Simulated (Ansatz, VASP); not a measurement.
## W: VASP beside Ansatz

File INCAR:

```
ALGO = Normal
EDIFF = 1E-6
ENCUT = 520
GGA = PE
ISIF = 2
ISMEAR = -1
LASPH = True
LCHARG = False
LREAL = False
LWAVE = False
NBANDS = 13
NELM = 80
PREC = Accurate
SIGMA = 0.08
```

File KPOINTS:

```
k-points
0
Gamma
  18 18 16
```

POSCAR

```
W
1.0
    2.7427625359      0.0000000000      0.0000000000
   -1.3713812679      2.3753020326      0.0000000000
    0.0000000000      0.0000000000      2.5527696551
W
1
Direct
    0.0000000000      0.0000000000      0.0000000000
```

Input for Ansatz:

```yaml
crystal:
  lattice:
    - [2.7427625359, 0.0, 0.0]
    - [-1.3713812679, 2.3753020326, 0.0]
    - [0.0, 0.0, 2.5527696551]
  atoms:
    - { symbol: W, position: [0.0, 0.0, 0.0] }
kpoints:
  mp_grid: { grid: [18, 18, 16] }
scf:
  occupations: { method: fermi_dirac, width: 0.08 }
hamiltonian:
  xc: pbe
  pseudopotentials: { kind: all_electron, lapw: { basis_error: 0.001 } }
output:
  forces: true
  stress: true
  eigenvalues: true
  populations: true
```

Change from the starting cell: volume scaled by 0.95, LAPW.

Alike in both runs: task single point; functional PBE; k mesh 18 × 18 × 16; occupations fermi-dirac, width 0.08 eV; no spin polarisation.

```csv
,VASP,Ansatz
version,VASP 6.6.1,Ansatz 0.2.0
potentials or method,"VASP PAW PBE potentials, release 64 (W_sv), cutoff 520 eV","all-electron LAPW, scalar-relativistic"
```

```tsv
	VASP	Ansatz	Ansatz less VASP
pressure (GPa)	14.1	13.2	-0.84
traceless stress, the component that is largest in VASP (GPa)	0.45	-0.02	-0.475
```

Ansatz ran all-electron here, and VASP with PAW potentials.

Spin-orbit coupling is off throughout.
